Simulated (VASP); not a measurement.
# In4Sb3As (P-4m2) in VASP: relaxation of cell and atoms with PBE

Aim: the relaxation of cell and atoms of In4Sb3As with PBE.

Program: VASP 6.6.1. These are calculated values, not measurements. Logs are shortened: lines on timing, memory, paths and dates and some standing lists are left out, and cuts for length are marked.

## (1) The cell of the first run

The structure is tetragonal, space group P-4m2 (No. 115). The conventional cell has a = 4.641 Å, b = 4.641 Å, c = 12.893 Å, α = 90.00°, β = 90.00°, γ = 90.00°. Within 3.6 Å of In (site symmetry 2mm) lie 2 As at 2.74 Å and 2 Sb at 2.86 Å. In (site symmetry 2mm) has 4 Sb at 2.85 to 2.86 Å within 3.8 Å. Within 3.8 Å of Sb (site symmetry 2mm) lie 4 In at 2.85 to 2.86 Å. Within 3.8 Å of Sb (site symmetry -4m2) lie 4 In at 2.86 Å. Within 3.6 Å of As (site symmetry -4m2) lie 4 In at 2.74 Å.

## (2) Relaxation of cell and atoms, PBE

INCAR

```
PREC = Accurate
ENCUT = 600
EDIFF = 1E-7
ISMEAR = 0
SIGMA = 0.1
LREAL = False
LASPH = True
NELM = 100
ALGO = Fast
ISIF = 3
LWAVE = False
LCHARG = False
GGA = PE
IBRION = 2
NSW = 100
EDIFFG = -0.01
```

KPOINTS

```
regular mesh
0
Gamma
  8 8 4
```

POSCAR

```
In4Sb3As
1.0
    4.6413502786      0.0000000000      0.0000000000
    0.0000000000      4.6413502786      0.0000000000
    0.0000000000      0.0000000000     12.8930099088
In Sb As
4 3 1
Direct
    0.5000000000      0.0000000000      0.8874991139
    0.0000000000      0.5000000000      0.1125008861
    0.5000000000      0.0000000000      0.3706279498
    0.0000000000      0.5000000000      0.6293720502
    0.0000000000      0.0000000000      0.2416879236
    0.5000000000      0.5000000000      0.5000000000
    0.0000000000      0.0000000000      0.7583120764
    0.5000000000      0.5000000000      0.0000000000
```

Potentials or basis: VASP PAW PBE potentials, release 64 (In_d, Sb, As).

The run is started by

```sh
$ cat potpaw_PBE.64/In_d/POTCAR potpaw_PBE.64/Sb/POTCAR potpaw_PBE.64/As/POTCAR > POTCAR
$ mpirun -np 1 vasp_std > vasp.out
```

OUTCAR:

```text
PREC = Accurate
   ENCUT = 600
   EDIFF = 1E-7
   ISMEAR = 0
   LREAL = False
   LASPH = True
   NELM = 100
   ISIF = 3
   GGA = PE
   IBRION = 2
   NSW = 100
   EDIFFG = -0.01

 ion  position               nearest neighbor table
   1  0.500  0.000  0.887-   8 2.74   8 2.74   7 2.86   7 2.86
   2  0.000  0.500  0.113-   8 2.74   8 2.74   5 2.86   5 2.86
   3  0.500  0.000  0.371-   5 2.85   5 2.85   6 2.86   6 2.86
   4  0.000  0.500  0.629-   7 2.85   7 2.85   6 2.86   6 2.86
   5  0.000  0.000  0.242-   3 2.85   3 2.85   2 2.86   2 2.86
   6  0.500  0.500  0.500-   3 2.86   4 2.86   3 2.86   4 2.86
   7  0.000  0.000  0.758-   4 2.85   4 2.85   1 2.86   1 2.86
   8  0.500  0.500  0.000-   1 2.74   2 2.74   1 2.74   2 2.74

  LATTYP: Found a simple tetragonal cell.
 ALAT       =     4.6413502786
 C/A-ratio  =     2.7778575490

  Lattice vectors:

 A1 = (   4.6413502786,   0.0000000000,   0.0000000000)
 A2 = (   0.0000000000,   4.6413502786,   0.0000000000)
 A3 = (   0.0000000000,   0.0000000000,  12.8930099088)

Analysis of symmetry for initial positions (statically):
=====================================================================
 Subroutine PRICEL returns:
 Original cell was already a primitive cell.

 Routine SETGRP: Setting up the symmetry group for a
 simple tetragonal supercell.

 Subroutine GETGRP returns: Found  8 space group operations
 (whereof  8 operations were pure point group operations)
 out of a pool of 16 trial point group operations.

The static configuration has the point symmetry D_2d.

Analysis of symmetry for dynamics (positions and initial velocities):
=====================================================================
 Subroutine PRICEL returns:
 Original cell was already a primitive cell.

 Routine SETGRP: Setting up the symmetry group for a
 simple tetragonal supercell.

 Subroutine GETGRP returns: Found  8 space group operations
 (whereof  8 operations were pure point group operations)
 out of a pool of 16 trial point group operations.

The dynamic configuration has the point symmetry D_2d.

 Subroutine INISYM returns: Found  8 space group operations
 (whereof  8 operations are pure point group operations),
 and found     1 'primitive' translations

----------------------------------------------------------------------------------------

                                     Primitive cell

  volume of cell :     277.7429

  direct lattice vectors                    reciprocal lattice vectors
     4.641350279  0.000000000  0.000000000     0.215454542  0.000000000  0.000000000
     0.000000000  4.641350279  0.000000000     0.000000000  0.215454542  0.000000000
     0.000000000  0.000000000 12.893009909     0.000000000  0.000000000  0.077561408

  length of vectors
     4.641350279  4.641350279 12.893009909     0.215454542  0.215454542  0.077561408

  position of ions in fractional coordinates (direct lattice)
     0.500000000  0.000000000  0.887499114
     0.000000000  0.500000000  0.112500886
     0.500000000  0.000000000  0.370627950
     0.000000000  0.500000000  0.629372050
     0.000000000  0.000000000  0.241687924
     0.500000000  0.500000000  0.500000000
     0.000000000  0.000000000  0.758312076
     0.500000000  0.500000000  0.000000000

  ion indices of the primitive-cell ions
   primitive index   ion index
                 1           1
                 2           2
                 3           3
                 4           4
                 5           5
                 6           6
                 7           7
                 8           8

----------------------------------------------------------------------------------------

 KPOINTS: regular mesh

Automatic generation of k-mesh.
 Grid dimensions read from file:
 generate k-points for:    8    8    4

 Generating k-lattice:

  Cartesian coordinates                     Fractional coordinates (reciprocal lattice)
     0.026931818  0.000000000  0.000000000     0.125000000  0.000000000  0.000000000
     0.000000000  0.026931818  0.000000000     0.000000000  0.125000000  0.000000000
     0.000000000  0.000000000  0.019390352     0.000000000  0.000000000  0.250000000

  Length of vectors
     0.026931818  0.026931818  0.019390352

  Shift w.r.t. Gamma in fractional coordinates (k-lattice)
     0.000000000  0.000000000  0.000000000

 Subroutine IBZKPT returns following result:
 ===========================================

 Found     45 irreducible k-points:

 Following reciprocal coordinates:
            Coordinates               Weight
  0.000000  0.000000  0.000000      1.000000
  0.125000  0.000000  0.000000      4.000000
  0.250000  0.000000  0.000000      4.000000
  0.375000  0.000000  0.000000      4.000000
  0.500000  0.000000  0.000000      2.000000
  0.125000  0.125000  0.000000      4.000000
[... 16 lines left out ...]
  0.375000  0.125000  0.250000     16.000000
  0.500000  0.125000  0.250000      8.000000
 [... further k-points ...]
   k-points           NKPTS =     45   k-points in BZ     NKDIM =     45   number of bands    NBANDS=     43
   number of dos      NEDOS =    301   number of ions     NIONS =      8
   total plane-waves  NPLWV = 172800
   dimension x,y,z NGX =    40 NGY =   40 NGZ =  108
   dimension x,y,z NGXF=    80 NGYF=   80 NGZF=  216
   ions per type =               4   3   1
   NGX,Y,Z   is equivalent  to a cutoff of  14.33, 14.33, 13.93 a.u.
   NGXF,Y,Z  is equivalent  to a cutoff of  28.65, 28.65, 27.85 a.u.
 SYSTEM =  unknown system
   PREC   = accura    normal or accurate (medium, high low for compatibility)
   ISTART =      0    job   : 0-new  1-cont  2-samecut
   ICHARG =      2    charge: 1-file 2-atom 10-const
   ISPIN  =      1    spin polarized calculation?
   LNONCOLLINEAR =      F non collinear calculations
   LSORBIT =      F    spin-orbit coupling
   LASPH  =      T    aspherical Exc in radial PAW
   ENCUT  =  600.0 eV  44.10 Ry    6.64 a.u.   9.27  9.27 25.75*2*pi/ulx,y,z
   NELM   =    100;   NELMIN=  2; NELMDL= -5     # of ELM steps
   EDIFF  = 0.1E-06   stopping-criterion for ELM
   LREAL  =      F    real-space projection
   EDIFFG = -.1E-01   stopping-criterion for IOM
   NSW    =    100    number of steps for IOM
   IBRION =      2    ionic relax: 0-MD 1-quasi-New 2-CG
   NFREE  =      1    steps in history (QN), initial steepest desc. (CG)
   ISIF   =      3    stress and relaxation
   ISYM   =      2    0-nonsym 1-usesym 2-fastsym
   POTIM  = 0.5000    time-step for ionic-motion
   TEBEG  =    0.0;   TEEND  =   0.0 temperature during run
   PSTRESS=    0.0 pullay stress
   NELECT =      72.0000    total number of electrons
   NUPDOWN=      -1.0000    fix difference up-down
   EMIN   =  10.00;   EMAX   =-10.00  energy-range for DOS
   EFERMI =   0.00;   METHOD = LEGACY
   ISMEAR =     0;   SIGMA  =   0.10  broadening in eV -4-tet -1-fermi 0-gaus
   EFERMI_NEDOS =   21; number of points for ismear=-14 and -15
   IALGO  =     68    algorithm
   IMIX   =      4    mixing-type and parameters
     AMIX     =   0.40;   BMIX     =  1.00
     AMIX_MAG =   1.60;   BMIX_MAG =  1.00
  volume/ion in A,a.u.               =      34.72       234.29
  Fermi-wavevector in a.u.,A,eV,Ry     =   1.043850  1.972590 14.825212  1.089622
  Thomas-Fermi vector in A             =   2.178577
   LORBIT       =      0    0 simple, 1 ext, 2 COOP (PROOUT), +10 PAW based schemes
   GGA     = PE    functional components
   LHFCALC =     F    Hartree Fock is set to
   AEXX    =    0.0000 exact exchange contribution
   IVDW    =     0    specifies the selected vdW correction
   LEPSILON=     F    determine dielectric tensor
   LRPA    =     F    only Hartree local field effects (RPA)
 conjugate gradient relaxation of ions
 non-spin polarized calculation
 RMM-DIIS sequential band-by-band and
 Gauss-broadening in eV      SIGMA  =   0.10
  energy-cutoff  :      600.00
  volume of cell :      277.74
 maximum number of plane-waves:      9364
 NGX is ok and might be reduce to    40
   NGX = 19   NGY = 19   NGZ = 51

--------------------------------------- Ionic step        1  -------------------------------------------

 number of electron      71.9999995 magnetization

 Free energy of the ion-electron system (eV)
  ---------------------------------------------------
  ext. energy  EPLUGINS =         0.00000000
  ---------------------------------------------------
  free energy    TOTEN  =       -28.45805362 eV

  energy without entropy =      -28.45722237  energy(sigma->0) =      -28.45763799

------------------------ aborting loop because EDIFF is reached ----------------------------------------

  FORCE on cell =-STRESS in cart. coord.  units (eV):
  Direction    XX          YY          ZZ          XY          YZ          ZX
  --------------------------------------------------------------------------------------
  -------------------------------------------------------------------------------------
  Total       -0.2566495     -0.2566495      0.4952960      0.0000000      0.0000000      0.0000000
  in kB       -1.4804988     -1.4804988      2.8571460      0.0000000      0.0000000      0.0000000
  external PRESSURE =      -0.0346172 kB  Pullay stress =       0.0000000 kB
[... 153 lines left out ...]
  energy  without entropy=      -28.4613105320  energy(sigma->0) =      -28.46174717

--------------------------------------- Ionic step        5  -------------------------------------------

 number of electron      71.9999981 magnetization

 Free energy of the ion-electron system (eV)
  ---------------------------------------------------
  ext. energy  EPLUGINS =         0.00000000
  ---------------------------------------------------
  free energy    TOTEN  =       -28.46221400 eV

  energy without entropy =      -28.46133997  energy(sigma->0) =      -28.46177698

 E-fermi :   4.3594     XC(G=0):  -8.4848

 val. band max:        4.3137701029   @ k =   0.0000   0.0000   0.0000
 cond. band min:       4.5597228997   @ k =   0.5000   0.0000   0.0000
 fundamental gap:      0.2459527967
 Fermi energy:         4.3593608193

 k-point     1 :       0.0000    0.0000    0.0000
  band No.  band energies     occupation
      1     -10.2440      2.00000
      2     -10.1833      2.00000
      3     -10.1819      2.00000
      4     -10.1658      2.00000
      5     -10.1658      2.00000
      6     -10.1472      2.00000
[... 1093 lines left out ...]
     42       7.8004      0.00000
     43       7.9923      0.00000

 [... further k-points ...]

------------------------ aborting loop because EDIFF is reached ----------------------------------------

  FORCE on cell =-STRESS in cart. coord.  units (eV):
  Direction    XX          YY          ZZ          XY          YZ          ZX
  --------------------------------------------------------------------------------------
  -------------------------------------------------------------------------------------
  Total       -0.0219364     -0.0219364     -0.0139418      0.0000000      0.0000000      0.0000000
  in kB       -0.1265450     -0.1265450     -0.0804264      0.0000000      0.0000000      0.0000000
  external PRESSURE =      -0.1111721 kB  Pullay stress =       0.0000000 kB
[... 23 lines left out ...]
  FREE ENERGIE OF THE ION-ELECTRON SYSTEM (eV)
  ---------------------------------------------------
  free  energy   TOTEN  =       -28.4622139993 eV

  energy  without entropy=      -28.4613399700  energy(sigma->0) =      -28.46177698

 reached required accuracy - stopping structural energy minimisation
```

It took 1.7 h on 1 thread of Oxide Virtual Turin-like, shared host; peak memory 0.83 GiB.

Results:

```yaml
Free_energy: -28.4622 eV
Energy_gained_by_relaxing: 0.5 meV/atom
Ionic_steps: 5
Pressure_after_relaxing: 0.0 GPa
Largest_force_after_relaxing: 0.006 eV/Å
Band_gap_on_the_k_mesh: zero (filled and empty bands touch)
```

Forces on the atoms (eV/Å):
```
In   0.000  0.000 -0.004
In   0.000  0.000  0.004
In   0.000  0.000  0.003
In   0.000  0.000 -0.003
Sb   0.000  0.000  0.006
Sb   0.000  0.000  0.000
Sb   0.000  0.000 -0.006
As   0.000  0.000  0.000
```

The path:
| step | energy change (eV) | largest force (eV/Å) | pressure (GPa) | volume (Å³) |
| --- | --- | --- | --- | --- |
| 1 | 0.0000 | 0.0136 | 0.00 | 277.74 |
| 2 | -0.0020 | 0.0094 | 0.00 | 277.71 |
| 3 | -0.0041 | 0.0121 | 0.01 | 277.63 |
| 4 | -0.0041 | 0.0146 | 0.01 | 277.61 |
| 5 | -0.0042 | 0.0055 | -0.01 | 277.74 |

Final structure:
```xyz
8
Lattice="4.6165 0.0000 0.0000 0.0000 4.6165 0.0000 0.0000 0.0000 13.0318" Properties=species:S:1:pos:R:3 pbc="T T T"
In    2.3083    0.0000   11.5634
In    0.0000    2.3083    1.4684
In    2.3083    0.0000    4.8299
In    0.0000    2.3083    8.2019
Sb    0.0000    0.0000    3.1495
Sb    2.3083    2.3083    6.5159
Sb    0.0000    0.0000    9.8823
As    2.3083    2.3083    0.0000
```

Caveat: semilocal functionals underestimate gaps, and a narrow one can read as zero; spin-orbit coupling is left out, which moves the levels of the heavy elements.

The gap in the log of VASP goes by the Fermi energy; the results here count the filled bands.